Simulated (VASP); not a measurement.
A run of VASP 6.6.1 is set up as follows.

File POSCAR:

```
SiO2
1.0
   -4.2235302601      4.2235302601      4.2235302601
    4.2235302601     -4.2235302601      4.2235302601
    4.2235302601      4.2235302601     -4.2235302601
Si O
8 16
Direct
    0.5000000000      0.0000000000      0.7824953700
    0.2824953700      0.2824953700      0.2824953700
    0.5000000000      0.0000000000      0.2175046300
    0.7175046300      0.7175046300      0.7175046300
    0.7824953700      0.5000000000      0.0000000000
    0.0000000000      0.2175046300      0.5000000000
    0.2175046300      0.5000000000      0.0000000000
    0.0000000000      0.7824953700      0.5000000000
    0.6802250600      0.9302250600      0.7500000000
    0.7500000000      0.6802250600      0.9302250600
    0.8197749400      0.5697749400      0.2500000000
    0.7500000000      0.1802250600      0.4302250600
    0.0697749400      0.2500000000      0.3197749400
    0.5000000000      0.0000000000      0.0000000000
    0.2500000000      0.8197749400      0.5697749400
    0.4302250600      0.7500000000      0.1802250600
    0.3197749400      0.0697749400      0.2500000000
    0.1802250600      0.4302250600      0.7500000000
    0.9302250600      0.7500000000      0.6802250600
    0.5000000000      0.5000000000      0.5000000000
    0.2500000000      0.3197749400      0.0697749400
    0.0000000000      0.5000000000      0.0000000000
    0.0000000000      0.0000000000      0.5000000000
    0.5697749400      0.2500000000      0.8197749400
```

Contents of INCAR.step1:

```
PREC = Accurate
ENCUT = 520
ISMEAR = -1
SIGMA = 0.02
LREAL = Auto
LASPH = True
NELM = 100
NBANDS = 82
GGA = PE
ALGO = Normal
EDIFF = 1E-4
LWAVE = True
LCHARG = False
```

The input INCAR.step2:

```
PREC = Accurate
ENCUT = 520
EDIFF = 1E-8
ISMEAR = -1
SIGMA = 0.02
LREAL = Auto
LASPH = True
NELM = 100
ALGO = Normal
ISIF = 2
LWAVE = False
LCHARG = False
METAGGA = R2SCAN
LMIXTAU = True
LEFG = True
NBANDS = 82
ISTART = 1
```

Contents of KPOINTS:

```
Automatic mesh
0
Gamma
  4 4 4
```

Potentials or basis: VASP PAW PBE potentials, release 64 (Si, O).

Run with:

```bash
$ cat potpaw_PBE.64/Si/POTCAR potpaw_PBE.64/O/POTCAR > POTCAR
$ cp INCAR.step1 INCAR
$ mpirun -np 1 vasp_std > vasp.out
$ cp INCAR.step2 INCAR
$ mpirun -np 1 vasp_std > vasp.out
```

(1) What does it give for the band gap on the k mesh?

(2) What does it give for the largest force?

(3) Predict the pressure.

Answers

(1) 6.59 eV, indirect (least direct gap 6.66 eV).

(2) 0.014 eV/Å.

(3) 0.3 GPa.

Caveat: without QUAD_EFG the Cq values of the log hold for a quadrupole moment of 1 mb, not for the nuclei; the PAW data sets were made with another functional, which shifts forces and pressure a little.
